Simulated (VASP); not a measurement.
Set up this calculation in VASP 6.6.1, as the native input.

* Task: single point
* Functional: LDA
* Potentials or basis: VASP PAW LDA potentials, release 64 (Si)
* Cutoff: 520 eV
* k mesh: 8 × 8 × 8
* Occupations: gaussian, width 0.01 eV
* Spin: no spin polarisation
* Dipole correction: no
* Further INCAR settings: ALGO = Normal; EDIFF = 1e-06; NBANDS = 11

The structure of Si lies in POSCAR:

```
Si
1.0
    2.6739691414      2.6739691414      0.0000000000
   -2.6739691414      2.6739691414      0.0000000000
    0.0000000000      2.6739691414      2.7171848043
Si
2
Direct
    0.2500000000      0.7500000000      0.5000000000
    0.0000000000      0.0000000000      0.0000000000
```

This cell differs from its parent crystal: in-plane strain -0.01.

These files were run (other wordings do the same):

INCAR

```
PREC     = Accurate       # precision mode
ENCUT    = 520            # plane-wave cutoff, eV
EDIFF    = 1E-6           # SCF threshold, eV
ISMEAR   = 0              # smearing method
SIGMA    = 0.01           # smearing width, eV
LREAL    = False          # projectors in reciprocal space
LASPH    = True           # aspherical terms in the spheres
NELM     = 80             # most SCF steps
ALGO     = Normal         # electronic algorithm
ISIF     = 2              # what is computed and relaxed
LWAVE    = False          # write WAVECAR
LCHARG   = True           # write CHGCAR
GGA      = CA             # functional
LELF     = True           # ELF
LVHAR    = True         
NBANDS   = 11             # bands
```

KPOINTS

```
Automatic mesh
0
Gamma
  8 8 8
```

Potentials or basis: VASP PAW LDA potentials, release 64 (Si).

Run with:

```console
$ cat potpaw_LDA.64/Si/POTCAR > POTCAR
$ mpirun -np 1 vasp_std > vasp.out
```

Results of the run:

- Pressure: 1.5 GPa
- Band gap on the k mesh: 0.38 eV, indirect (least direct gap 2.48 eV)

Caveat: the cell differs from its parent crystal (in-plane strain -0.01).

It used 16 s of CPU time on 1 thread of Intel Xeon 6975P-C, on a shared host.
